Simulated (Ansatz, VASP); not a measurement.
# Two plane-wave programs on BP

Contents of POSCAR:

```
BP
1.0
    0.0000000000      2.2683156689      2.2229493555
    2.2683156689      0.0000000000      2.2229493555
    2.2683156689      2.2683156689      0.0000000000
B P
1 1
Direct
    0.0000000000      0.0000000000      0.0000000000
    0.2500000000      0.2500000000      0.2500000000
```

INCAR.step1

```
SYSTEM = BP
ALGO = Normal ; EDIFF = 1E-5
ENCUT = 520 ; GGA = PE
ISIF = 2 ; ISMEAR = 0
LASPH = .True. ; LCHARG = .False.
LREAL = .False. ; LWAVE = .True.
NBANDS = 11 ; NELM = 60
PREC = Accurate ; SIGMA = 0.01
```

File INCAR.step2:

```
SYSTEM = BP
ALGO = Normal ; EDIFF = 1E-6
ENCUT = 520 ; GGA = PE
HFSCREEN = 0.2079 ; ISIF = 2
ISMEAR = 0 ; ISTART = 1
LASPH = .True. ; LCHARG = .False.
LHFCALC = .True. ; LREAL = .False.
LWAVE = .False. ; NBANDS = 11
NELM = 60 ; PREC = Accurate
PRECFOCK = Normal ; SIGMA = 0.01
```

The input KPOINTS:

```
k-points
0
Gamma
  6 6 6
  0 0 0
```

Input for Ansatz:

```yaml
crystal:
  lattice:
    - [0.0, 2.2683156689, 2.2229493555]
    - [2.2683156689, 0.0, 2.2229493555]
    - [2.2683156689, 2.2683156689, 0.0]
  atoms:
    - { symbol: B, position: [0.0, 0.0, 0.0] }
    - { symbol: P, position: [0.25, 0.25, 0.25] }
kpoints:
  mp_grid: { grid: [6, 6, 6] }
  band_path:
    path:
      - [0.0, 0.0, 0.0]
      - [-0.5, -0.5, 0.0]
      - [-0.375, -0.375, 0.25]
      - [-0.375, 0.0, 0.375]
      - [0.0, 0.0, 0.5]
      - [-0.5, -0.25, 0.25]
      - [0.414062, 0.414062, 0.0]
    npoints: 1
hamiltonian:
  xc: hse06
scf:
  occupations: { method: fixed }
  n_extra_bands: 4
output:
  forces: true
  stress: true
  eigenvalues: true
```

Change from the starting cell: uniaxial_z strain -2.0%.

Alike in both runs: task single point; functional HSE06; k mesh 6 × 6 × 6; no spin polarisation.

```csv
,VASP,Ansatz
version,VASP 6.6.1,Ansatz 0.2.0
potentials or method,"VASP PAW PBE potentials, release 64 (B, P)","plane waves, PAW"
plane-wave cutoff (eV),520,420
occupations,"gaussian, width 0.01 eV",fixed
valence electrons in the cell,8,8
```

|  | VASP | Ansatz | Ansatz less VASP |
| --- | --- | --- | --- |
| gap on the k mesh at the Fermi level (eV) | 1.72 | 1.73 | +0.004 |
| pressure (GPa) | 1.6 | 2.2 | +0.60 |
| traceless stress, the component that is largest in VASP (GPa) | 3.80 | 3.78 | -0.011 |

Ansatz's warnings: stress exchange threshold loose, stress scf threshold loose.
